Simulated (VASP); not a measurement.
Input of a VASP 6.6.1 run:

The input INCAR:

```
PREC = Accurate ; ENCUT = 520
EDIFF = 1E-6 ; ISMEAR = -5
SIGMA = 0.05 ; LREAL = False
LASPH = True ; NELM = 150
ALGO = Normal ; ISIF = 2
LWAVE = False ; LCHARG = True
ISPIN = 2 ; MAGMOM = 1 0 0
LORBIT = 11 ; NUPDOWN = 1.0
GGA = PS ; IVDW = 13
LELF = True ; LVHAR = True
NBANDS = 24
```

KPOINTS

```
Automatic mesh
0
Gamma
  8 8 5
```

Contents of POSCAR:

```
SnSe2
1.0
    3.7594936861      0.0000000000      0.0000000000
   -1.8797468431      3.2558170375      0.0000000000
    0.0000000000      0.0000000000      6.0530709152
Sn Se
1 2
Direct
    0.0000000000      0.0000000000      0.0000000000
    0.6666666667      0.3333333333      0.7510000000
    0.3333333333      0.6666666667      0.2490000000
```

Potentials or basis: VASP PAW PBE potentials, release 64 (Sn_d, Se).

Run with:

```console
$ cat potpaw_PBE.64/Sn_d/POTCAR potpaw_PBE.64/Se/POTCAR > POTCAR
$ mpirun -np 1 vasp_std > vasp.out
```

Task: Predict the largest force.

Result: 1.680 eV/Å.

Task: Predict the dispersion energy per atom.

Result: -0.236 eV.

Task: Estimate the pressure.

Result: 7.2 GPa.

Forces in eV/Å, atoms in the order of the input:
```
Sn   0.000  0.000  0.000
Se   0.000  0.000 -1.680
Se   0.000  0.000  1.680
```

Caveat: the cell stands under pressure; the PAW data sets were made with another functional, which shifts forces and pressure a little; the total moment is fixed, so each spin has its own Fermi level.
